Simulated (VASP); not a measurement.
Set up this calculation in VASP 6.6.1, as the native input.

```yaml
Task: single point
Functional: PBEsol
Potentials_or_basis: VASP PAW PBE potentials, release 64 (H)
Cutoff: 520 eV
k_mesh: 6 × 6 × 6
Occupations: gaussian, width 0.05 eV
Spin: no spin polarisation
Dipole_correction: no
Further_INCAR_settings: ALGO = Normal; EDIFF = 1e-06; NBANDS = 10
```

The structure of H lies in POSCAR:

```
H
1.0
    2.6234813799     -2.5669048168      0.0000000000
    2.6234813799      2.5669048168      0.0000000000
    0.0000000000      0.0000000000      4.0796907300
H
4
Direct
    0.9532956300      0.0467043700      0.0685088900
    0.4532956300      0.5467043700      0.4314911100
    0.5467043700      0.4532956300      0.5685088900
    0.0467043700      0.9532956300      0.9314911100
```

This cell differs from its parent crystal: strain +0.000 along x and y, -0.015 along z.

The input as run:

INCAR

```
PREC     = Accurate       # precision mode
ENCUT    = 520            # plane-wave cutoff, eV
EDIFF    = 1E-6           # SCF threshold, eV
ISMEAR   = 0              # smearing method
SIGMA    = 0.05           # smearing width, eV
LREAL    = F              # projectors in reciprocal space
LASPH    = T              # aspherical terms in the spheres
NELM     = 100            # most SCF steps
ALGO     = Normal         # electronic algorithm
ISIF     = 2              # what is computed and relaxed
LWAVE    = F              # write WAVECAR
LCHARG   = T              # write CHGCAR
GGA      = PS             # functional
LELF     = T              # ELF
LVHAR    = T            
NBANDS   = 10             # bands
```

KPOINTS

```
regular mesh
0
Gamma
  6 6 6
```

Potentials or basis: VASP PAW PBE potentials, release 64 (H).

Run with:

```bash
$ cat potpaw_PBE.64/H/POTCAR > POTCAR
$ mpirun -np 1 vasp_std > vasp.out
```

It gave:

| Item | Value |
| --- | --- |
| Pressure | 1.0 GPa |
| Largest force | 0.817 eV/Å |
| Band gap on the k mesh | 9.18 eV, indirect (least direct gap 9.82 eV) |

Caveat: the cell differs from its parent crystal (strain +0.000 along x and y, -0.015 along z); the PAW data sets were made with another functional, which shifts forces and pressure a little.

Wall time 9.1 s on 1 thread of Intel(R) Xeon(R) 6975P-C (Granite Rapids), with other jobs on the host, peak memory 0.16 GiB.
